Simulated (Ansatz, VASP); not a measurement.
## Ta: VASP beside Ansatz

POSCAR

```
Ta
1.0
    0.0000000000      2.0505446370      2.0505446370
    2.0505446370      0.0000000000      2.0505446370
    2.0505446370      2.0505446370      0.0000000000
Ta
1
Direct
    0.0000000000      0.0000000000      0.0000000000
```

The input INCAR.step1:

```
  PREC = Accurate
  ENCUT = 520
  ISMEAR = -1
  SIGMA = 0.08
  LREAL = F
  LASPH = T
  NELM = 100
  NBANDS = 12
  GGA = PE
  ALGO = Normal
  EDIFF = 1E-4
  LWAVE = T
  LCHARG = F
```

The input INCAR.step2:

```
  PREC = Accurate
  ENCUT = 520
  EDIFF = 1E-8
  ISMEAR = -1
  SIGMA = 0.08
  LREAL = F
  LASPH = T
  NELM = 100
  ALGO = Normal
  ISIF = 2
  LWAVE = F
  LCHARG = F
  METAGGA = R2SCAN
  LMIXTAU = T
  LEFG = T
  NBANDS = 12
  ISTART = 1
```

The input KPOINTS:

```
Automatic mesh
0
Gamma
  14 14 14
```

Input for Ansatz:

```yaml
crystal:
  lattice:
    - [0.0, 2.050544637, 2.050544637]
    - [2.050544637, 0.0, 2.050544637]
    - [2.050544637, 2.050544637, 0.0]
  atoms:
    - { symbol: Ta, position: [0.0, 0.0, 0.0] }
kpoints:
  mp_grid: { grid: [14, 14, 14] }
scf:
  occupations: { method: fermi_dirac, width: 0.08 }
hamiltonian:
  xc: r2scan
  pseudopotentials: { kind: paw }
output:
  forces: true
  stress: true
  eigenvalues: true
  efg: { contact_densities: true }
```

Change from the starting cell: volume scaled by 0.95, PAW files.

Alike in both runs: task electric field gradients; functional r2SCAN; k mesh 14 × 14 × 14; occupations fermi-dirac, width 0.08 eV; no spin polarisation.

|  | VASP | Ansatz |
| --- | --- | --- |
| version | VASP 6.6.1 | Ansatz 0.2.0 |
| potentials or method | VASP PAW PBE potentials, release 64 (Ta_pv) | PAW with Ansatz's default frozen-core files, scalar-relativistic |
| plane-wave cutoff (eV) | 520 | 500 |
| valence electrons in the cell | 11 | 13 |

Ansatz gave:

```
pressure (GPa) : 17.6
```

Which values does VASP return?

Pressure (GPa): 18.3.

VASP's potentials were made for PBE, not for r2SCAN. With one functional, cell and mesh, what is left measures potentials, basis and numerics. VASP's potentials hold 11 valence electrons a cell and Ansatz's 13, so a difference there can come from the potentials and not from the codes.

Neither program's run includes spin-orbit coupling.
